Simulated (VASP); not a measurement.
# TiAl3 in VASP: further runs

Aim: see how the results for TiAl3 move with the level of theory and the settings. Levels: PBEsol-based global hybrid with 25 % exact exchange, PBEsol. Tasks: single point.

Program: VASP 6.6.1. These are calculated values, not measurements. Logs are shortened: lines on timing, memory, paths and dates and some standing lists are left out, and cuts for length are marked.

## Step 1: The cell of the first run

Symmetry: I4/mmm, No. 139, tetragonal system. The conventional cell has a = 3.822 Å, b = 3.822 Å, c = 8.561 Å, α = 90.00°, β = 90.00°, γ = 90.00°. Ti (site symmetry 4/mmm) has 12 Al at 2.70 to 2.87 Å within 3.6 Å. Al (site symmetry -4m2) has 8 Al at 2.70 to 2.87 Å and 4 Ti at 2.87 Å within 3.6 Å. Al (site symmetry 4/mmm) has 4 Ti at 2.70 Å and 8 Al at 2.87 Å within 3.6 Å.

## Step 2: Single point, PBEsol-based global hybrid with 25 % exact exchange

Contents of POSCAR:

```
TiAl3
1.0
   -1.9111067713      1.9111067713      4.2806687947
    1.9111067713     -1.9111067713      4.2806687947
    1.9111067713      1.9111067713     -4.2806687947
Ti Al
1 3
Direct
    0.0000000000      0.0000000000      0.0000000000
    0.2500000000      0.7500000000      0.5000000000
    0.7500000000      0.2500000000      0.5000000000
    0.5000000000      0.5000000000      0.0000000000
```

Contents of INCAR.step1:

```
SYSTEM = TiAl3
ALGO = Normal
EDIFF = 1E-5
ENCUT = 520
GGA = PE
ISIF = 2
ISMEAR = -1
LASPH = .True.
LCHARG = .False.
LREAL = .False.
LWAVE = .True.
NBANDS = 18
NELM = 80
PREC = Accurate
SIGMA = 0.05
```

Contents of INCAR.step2:

```
SYSTEM = TiAl3
AEXX = 0.25
ALGO = Normal
EDIFF = 1E-6
ENCUT = 520
GGA = PS
ISIF = 2
ISMEAR = -1
ISTART = 1
LASPH = .True.
LCHARG = .False.
LHFCALC = .True.
LREAL = .False.
LWAVE = .False.
NBANDS = 18
NELM = 80
PREC = Accurate
PRECFOCK = Normal
SIGMA = 0.05
```

Contents of KPOINTS:

```
k-points
0
Gamma
  5 5 5
  0 0 0
```

Potentials or basis: VASP PAW PBE potentials, release 64 (Ti_sv, Al).

Command:

```console
$ cat potpaw_PBE.64/Ti_sv/POTCAR potpaw_PBE.64/Al/POTCAR > POTCAR
$ cp INCAR.step1 INCAR
$ mpirun -np 1 vasp_std > vasp.out
$ cp INCAR.step2 INCAR
$ mpirun -np 1 vasp_std > vasp.out
```

OUTCAR:

```text
SYSTEM = TiAl3
   AEXX = 0.25
   EDIFF = 1E-6
   ENCUT = 520
   GGA = PS
   ISIF = 2
   ISMEAR = -1
   ISTART = 1
   LASPH = .True.
   LHFCALC = .True.
   LREAL = .False.
   NELM = 80
   PREC = Accurate
   PRECFOCK = Normal

 ion  position               nearest neighbor table
   1  0.000  0.000  0.000-   4 2.70   4 2.70   4 2.70   4 2.70   3 2.87   2 2.87   3 2.87   2 2.87
                             3 2.87   3 2.87   2 2.87   2 2.87
   2  0.250  0.750  0.500-   3 2.70   3 2.70   3 2.70   3 2.70   4 2.87   1 2.87   4 2.87   4 2.87
                             1 2.87   1 2.87   4 2.87   1 2.87
   3  0.750  0.250  0.500-   2 2.70   2 2.70   2 2.70   2 2.70   4 2.87   1 2.87   4 2.87   1 2.87
                             4 2.87   4 2.87   1 2.87   1 2.87
   4  0.500  0.500  0.000-   1 2.70   1 2.70   1 2.70   1 2.70   3 2.87   2 2.87   3 2.87   3 2.87
                             2 2.87   2 2.87   3 2.87   2 2.87

  LATTYP: Found a body centered tetragonal cell.
 ALAT       =     3.8222135426
 C/A-ratio  =     2.2398899208

  Lattice vectors:

 A1 = (  -1.9111067713,   1.9111067713,   4.2806687947)
 A2 = (   1.9111067713,  -1.9111067713,   4.2806687947)
 A3 = (   1.9111067713,   1.9111067713,  -4.2806687947)

Analysis of symmetry for initial positions (statically):
=====================================================================
 Subroutine PRICEL returns:
 Original cell was already a primitive cell.

 Routine SETGRP: Setting up the symmetry group for a
 body centered tetragonal supercell.

 Subroutine GETGRP returns: Found 16 space group operations
 (whereof 16 operations were pure point group operations)
 out of a pool of 16 trial point group operations.

The static configuration has the point symmetry D_4h.

Analysis of symmetry for dynamics (positions and initial velocities):
=====================================================================
 Subroutine PRICEL returns:
 Original cell was already a primitive cell.

 Routine SETGRP: Setting up the symmetry group for a
 body centered tetragonal supercell.

 Subroutine GETGRP returns: Found 16 space group operations
 (whereof 16 operations were pure point group operations)
 out of a pool of 16 trial point group operations.

The dynamic configuration has the point symmetry D_4h.

 Subroutine INISYM returns: Found 16 space group operations
 (whereof 16 operations are pure point group operations),
 and found     1 'primitive' translations

----------------------------------------------------------------------------------------

                                     Primitive cell

  volume of cell :      62.5376

  direct lattice vectors                    reciprocal lattice vectors
    -1.911106771  1.911106771  4.280668795     0.000000000  0.261628501  0.116804178
     1.911106771 -1.911106771  4.280668795     0.261628501  0.000000000  0.116804178
     1.911106771  1.911106771 -4.280668795     0.261628501  0.261628501  0.000000000

  length of vectors
     5.062487878  5.062487878  5.062487878     0.286518217  0.286518217  0.369998575

  position of ions in fractional coordinates (direct lattice)
     0.000000000  0.000000000  0.000000000
     0.250000000  0.750000000  0.500000000
     0.750000000  0.250000000  0.500000000
     0.500000000  0.500000000  0.000000000

  ion indices of the primitive-cell ions
   primitive index   ion index
                 1           1
                 2           2
                 3           3
                 4           4

----------------------------------------------------------------------------------------

 KPOINTS: k-points

Automatic generation of k-mesh.
 Grid dimensions read from file:
 generate k-points for:    5    5    5

 Generating k-lattice:

  Cartesian coordinates                     Fractional coordinates (reciprocal lattice)
     0.000000000  0.052325700  0.023360836     0.200000000  0.000000000  0.000000000
     0.052325700  0.000000000  0.023360836     0.000000000  0.200000000  0.000000000
     0.052325700  0.052325700  0.000000000     0.000000000  0.000000000  0.200000000

  Length of vectors
     0.057303643  0.057303643  0.073999715

  Shift w.r.t. Gamma in fractional coordinates (k-lattice)
     0.000000000  0.000000000  0.000000000

 Subroutine IBZKPT returns following result:
 ===========================================

 Found     18 irreducible k-points:

 Following reciprocal coordinates:
            Coordinates               Weight
  0.000000  0.000000  0.000000      1.000000
  0.200000  0.000000 -0.000000      8.000000
  0.400000  0.000000  0.000000      8.000000
  0.200000  0.200000 -0.000000      8.000000
  0.400000  0.200000 -0.000000     16.000000
 -0.400000  0.200000 -0.000000     16.000000
[... 10 lines left out ...]
 -0.400000  0.400000  0.400000      4.000000
 -0.400000 -0.400000  0.400000      2.000000
   k-points           NKPTS =     18   k-points in BZ     NKDIM =    125   number of bands    NBANDS=     18
   number of dos      NEDOS =    301   number of ions     NIONS =      4
   total plane-waves  NPLWV =  64000
   dimension x,y,z NGX =    40 NGY =   40 NGZ =   40
   dimension x,y,z NGXF=    80 NGYF=   80 NGZF=   80
   ions per type =               1   3
   NGX,Y,Z   is equivalent  to a cutoff of  13.14, 13.14, 13.14 a.u.
   NGXF,Y,Z  is equivalent  to a cutoff of  26.27, 26.27, 26.27 a.u.
 SYSTEM =  TiAl3
   PREC   = accura    normal or accurate (medium, high low for compatibility)
   ISTART =      1    job   : 0-new  1-cont  2-samecut
   ICHARG =      0    charge: 1-file 2-atom 10-const
   ISPIN  =      1    spin polarized calculation?
   LNONCOLLINEAR =      F non collinear calculations
   LSORBIT =      F    spin-orbit coupling
   LASPH  =      T    aspherical Exc in radial PAW
   ENCUT  =  520.0 eV  38.22 Ry    6.18 a.u.   9.41  9.41  9.41*2*pi/ulx,y,z
   NELM   =     80;   NELMIN=  2; NELMDL=  0     # of ELM steps
   EDIFF  = 0.1E-05   stopping-criterion for ELM
   LREAL  =      F    real-space projection
   EDIFFG = 0.1E-04   stopping-criterion for IOM
   NSW    =      0    number of steps for IOM
   IBRION =     -1    ionic relax: 0-MD 1-quasi-New 2-CG
   NFREE  =      0    steps in history (QN), initial steepest desc. (CG)
   ISIF   =      2    stress and relaxation
   ISYM   =      3    0-nonsym 1-usesym 2-fastsym
   POTIM  = 0.5000    time-step for ionic-motion
   TEBEG  =    0.0;   TEEND  =   0.0 temperature during run
   PSTRESS=    0.0 pullay stress
   NELECT =      21.0000    total number of electrons
   NUPDOWN=      -1.0000    fix difference up-down
   EMIN   =  10.00;   EMAX   =-10.00  energy-range for DOS
   EFERMI =   0.00;   METHOD = LEGACY
   ISMEAR =    -1;   SIGMA  =   0.05  broadening in eV -4-tet -1-fermi 0-gaus
   EFERMI_NEDOS =   21; number of points for ismear=-14 and -15
   IALGO  =     38    algorithm
   IMIX   =      1    mixing-type and parameters
     AMIX     =   0.40;   BMIX     =  1.00
     AMIX_MAG =   1.60;   BMIX_MAG =  1.00
  volume/ion in A,a.u.               =      15.63       105.51
  Fermi-wavevector in a.u.,A,eV,Ry     =   1.137891  2.150303 17.616776  1.294796
  Thomas-Fermi vector in A             =   2.274596
   LORBIT       =      0    0 simple, 1 ext, 2 COOP (PROOUT), +10 PAW based schemes
   GGA     = PS    functional components
   LHFCALC =     T    Hartree Fock is set to
   PRECFOCK=normal    Normal, Fast or Accurate (Low or Medium for compatibility)
   ENCUT4O =  -1.0   cutoff for four orbital integrals eV
   NKREDX  =     1    reduce k-point grid by
   NKREDY  =     1    reduce k-point grid by
   NKREDZ  =     1    reduce k-point grid by
   AEXX    =    0.2500 exact exchange contribution
   HFSCREEN=    0.0000 screening length (either q_TF or 0.3 A-1)
   HFSCREENC=   0.0000 screening length for correlation (either q_TF or 0.3 A-1)
   ENCUTFOCK=  -1.0 apply spherical cutoff to Coloumb kernel
   IVDW    =     0    specifies the selected vdW correction
   LEPSILON=     F    determine dielectric tensor
   LRPA    =     F    only Hartree local field effects (RPA)
 non-spin polarized calculation
  energy-cutoff  :      520.00
  volume of cell :       62.54
 maximum number of plane-waves:      1695
 NGX is ok and might be reduce to    40
  NGX = 30; NGY = 30; NGZ = 30

 number of electron      20.9999999 magnetization

 Free energy of the ion-electron system (eV)
  ---------------------------------------------------
  ext. energy  EPLUGINS =         0.00000000
  ---------------------------------------------------
  free energy    TOTEN  =       -26.49779165 eV

  energy without entropy =      -26.49421830  energy(sigma->0) =      -26.49600497

 E-fermi :   8.0850     XC(G=0):  -8.5560

 val. band max:        8.0058507528   @ k =   0.2000   0.0000  -0.0000
 cond. band min:       8.5668036878   @ k =   0.4000   0.2000  -0.0000
 fundamental gap:      0.5609529350
 Fermi energy:         8.0850133236

 k-point     1 :       0.0000    0.0000    0.0000
  band No.  band energies     occupation
      1     -53.3048      2.00000
      2     -28.0609      2.00000
      3     -28.0609      2.00000
      4     -28.0006      2.00000
      5      -3.7752      2.00000
      6       4.4770      2.00000
[... 10 lines left out ...]
     17      13.2725      0.00000
     18      13.2725      0.00000

 k-point     2 :       0.2000    0.0000   -0.0000
  band No.  band energies     occupation
      1     -53.3041      2.00000
      2     -28.0762      2.00000
      3     -28.0592      2.00000
      4     -27.9989      2.00000
      5      -3.2157      2.00000
      6       3.2993      2.00000
[... 10 lines left out ...]
     17      13.5014      0.00000
     18      15.0142      0.00000

 k-point     3 :       0.4000    0.0000    0.0000
  band No.  band energies     occupation
      1     -53.3030      2.00000
      2     -28.0998      2.00000
      3     -28.0574      2.00000
      4     -27.9958      2.00000
      5      -1.6014      2.00000
      6       0.9078      2.00000
[... 286 lines left out ...]
 k-point    17 :      -0.4000    0.4000    0.4000
  band No.  band energies     occupation
      1     -53.3043      2.00000
      2     -28.0777      2.00000
      3     -28.0614      2.00000
      4     -27.9982      2.00000
      5      -1.5210      2.00000
      6      -0.5044      2.00000
[... 10 lines left out ...]
     17      15.0801      0.00000
     18      15.5281      0.00000

 k-point    18 :      -0.4000   -0.4000    0.4000
  band No.  band energies     occupation
      1     -53.3050      2.00000
      2     -28.0634      2.00000
      3     -28.0634      2.00000
      4     -27.9998      2.00000
      5      -2.3756      2.00000
      6      -0.3629      2.00000
[... 10 lines left out ...]
     17      15.1656      0.00000
     18      15.2676      0.00000

------------------------ aborting loop because EDIFF is reached ----------------------------------------

  FORCE on cell =-STRESS in cart. coord.  units (eV):
  Direction    XX          YY          ZZ          XY          YZ          ZX
  --------------------------------------------------------------------------------------
  -------------------------------------------------------------------------------------
  Total       -0.8622257     -0.8622257     -0.7991269      0.0000000     -0.0000000     -0.0000000
  in kB      -22.0897099    -22.0897099    -20.4731562      0.0000000     -0.0000000     -0.0000000
  external PRESSURE =     -21.5508587 kB  Pullay stress =       0.0000000 kB

 VOLUME and BASIS-vectors are now :
 -----------------------------------------------------------------------------
  energy-cutoff  :      520.00
  volume of cell :       62.54
      direct lattice vectors                 reciprocal lattice vectors
    -1.911106771  1.911106771  4.280668795     0.000000000  0.261628501  0.116804178
     1.911106771 -1.911106771  4.280668795     0.261628501  0.000000000  0.116804178
     1.911106771  1.911106771 -4.280668795     0.261628501  0.261628501  0.000000000

 POSITION                                       TOTAL-FORCE (eV/Angst)
 -----------------------------------------------------------------------------------
      0.00000      0.00000      0.00000         0.000000     -0.000000     -0.000000
      1.91111      0.00000      2.14033         0.000000     -0.000000     -0.000000
      0.00000      1.91111      2.14033        -0.000000      0.000000      0.000000
      0.00000      0.00000      4.28067         0.000000     -0.000000     -0.000000
 -----------------------------------------------------------------------------------
    total drift:                                0.000000     -0.000000     -0.000000

  FREE ENERGIE OF THE ION-ELECTRON SYSTEM (eV)
  ---------------------------------------------------
  free  energy   TOTEN  =       -26.4977916505 eV

  energy  without entropy=      -26.4942182958  energy(sigma->0) =      -26.49600497
```

Run time: 1.9 h. Hardware: 1 thread of Intel Xeon Platinum 8259CL at 2.50GHz (Skylake/Cascade Lake), shared host; peak memory 0.26 GiB.

Results:

```
Free energy            : -26.4978 eV
Pressure               : -2.2 GPa
Band gap on the k mesh : zero (an odd number of electrons rules out a gap without spin polarisation)
```

Stress tensor (GPa, compression positive):
```
-2.21  0.00  0.00
 0.00 -2.21  0.00
 0.00  0.00 -2.05
```

Levels at points of the mesh, in eV from the Fermi level:
```
           k point  band 7  band 8  band 9  band 10  band 11  band 12  band 13  band 14
(0.00, 0.00, 0.00)   -3.34   -1.73   -1.65    -1.65     1.42     2.42     2.42     2.99
```

Caveat: the k points lie up to 0.36 Å⁻¹ apart, too coarse for converged energies and pressures of a metal; the PAW data sets were made with another functional, which shifts forces and pressure a little.

## Step 3: Single point, PBEsol (atoms moved at random)

Contents of INCAR:

```
  PREC = Accurate
  ENCUT = 520
  EDIFF = 1E-6
  ISMEAR = -1
  SIGMA = 0.05
  LREAL = False
  LASPH = True
  NELM = 100
  ALGO = Fast
  ISIF = 2
  LWAVE = False
  LCHARG = False
  GGA = PS
  NBANDS = 18
```

Contents of KPOINTS:

```
Automatic mesh
0
Gamma
  10 10 10
```

Contents of POSCAR:

```
TiAl3
1.0
   -1.9111067713      1.9111067713      4.2806687947
    1.9111067713     -1.9111067713      4.2806687947
    1.9111067713      1.9111067713     -4.2806687947
Ti Al
1 3
Direct
   -0.0096190000      0.0003760000     -0.0047860000
    0.2566370000      0.7534730000      0.5188220000
    0.7460380000      0.2426830000      0.4969250000
    0.5028580000      0.4875310000      0.0001400000
```

Potentials or basis: VASP PAW PBE potentials, release 64 (Ti_sv, Al).

Command:

```console
$ cat potpaw_PBE.64/Ti_sv/POTCAR potpaw_PBE.64/Al/POTCAR > POTCAR
$ mpirun -np 1 vasp_std > vasp.out
```

Wall time 26 min (1 thread of Oxide Virtual Turin-like, shared host); peak memory 0.62 GiB.

Results (log left out):

| Item | Value |
| --- | --- |
| Free energy | -22.2027 eV |
| Pressure | -0.3 GPa |
| Largest force | 0.617 eV/Å |
| Band gap on the k mesh | zero (an odd number of electrons rules out a gap without spin polarisation) |

Forces in eV/Å, atoms in the order of the input:
```
Ti  -0.250  0.551 -0.122
Al  -0.288 -0.321  0.048
Al   0.207  0.156  0.049
Al   0.332 -0.386  0.025
```

Stress tensor (GPa, compression positive):
```
-0.16 -0.03  0.20
-0.03 -0.18 -0.22
 0.20 -0.22 -0.42
```

Levels at points of the mesh, in eV from the Fermi level:
| k point | band 9 | band 10 | band 11 | band 12 | band 13 | band 14 |
| --- | --- | --- | --- | --- | --- | --- |
| (0.00, 0.00, 0.00) | -1.22 | -1.22 | 0.83 | 1.77 | 1.79 | 2.23 |
| (0.50, 0.00, 0.00) | -1.03 | -0.29 | 0.51 | 1.81 | 2.01 | 2.73 |
| (0.00, 0.50, 0.00) | -1.07 | -0.24 | 0.51 | 1.81 | 2.22 | 2.74 |
| (0.00, 0.50, 0.50) | -1.07 | -0.24 | 0.50 | 1.81 | 2.21 | 2.74 |
| (0.50, 0.00, 0.50) | -1.03 | -0.29 | 0.52 | 1.81 | 2.01 | 2.73 |
| (0.50, 0.50, 0.00) | -2.69 | -2.20 | -0.99 | 1.77 | 1.95 | 2.71 |
| (0.00, 0.00, 0.50) | -2.69 | -2.20 | -0.99 | 1.77 | 1.95 | 2.70 |
| (0.50, 0.50, 0.50) | -0.90 | -0.24 | 0.70 | 0.71 | 0.97 | 3.06 |

Caveat: the cell differs from its parent crystal (atoms moved at random); the PAW data sets were made with another functional, which shifts forces and pressure a little.

The gap in the log of VASP goes by the Fermi energy; the results here count the filled bands.